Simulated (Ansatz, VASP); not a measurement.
## Two plane-wave programs on Hf

```
CELL_PARAMETERS angstrom
3.08923 0.00000 0.00000
-1.54461 2.67535 0.00000
0.00000 0.00000 4.96362
ATOMIC_POSITIONS crystal
Hf 0.33333 0.66667 0.25000
Hf 0.66667 0.33333 0.75000
```

Alike in both runs: task single point; functional PBE; k mesh 15 × 15 × 8; occupations gaussian, width 0.1 eV; no spin polarisation.

|  | VASP | Ansatz |
| --- | --- | --- |
| version | VASP 6.6.1 | Ansatz 0.2.0 |
| potentials or method | VASP PAW PBE potentials, release 64 (Hf_pv), cutoff 520 eV | scalar-relativistic, plane waves, PAW |
| valence electrons in the cell | 20 | 52 |

Ansatz gave:

- gap on the k mesh at the Fermi level (eV): none
- pressure (GPa): 11.8
- traceless stress, the component that is largest in VASP (GPa): -1.31

Q: What did VASP give for the same quantities?

A: gap on the k mesh at the Fermi level (eV): none; pressure (GPa): 11.4; traceless stress, the component that is largest in VASP (GPa): -1.40.

A gap of «none» marks a metal or a gap that the smearing closes. VASP's potentials hold 20 valence electrons a cell and Ansatz's 52, so a difference there can come from the potentials and not from the codes.

Spin-orbit coupling is off throughout.
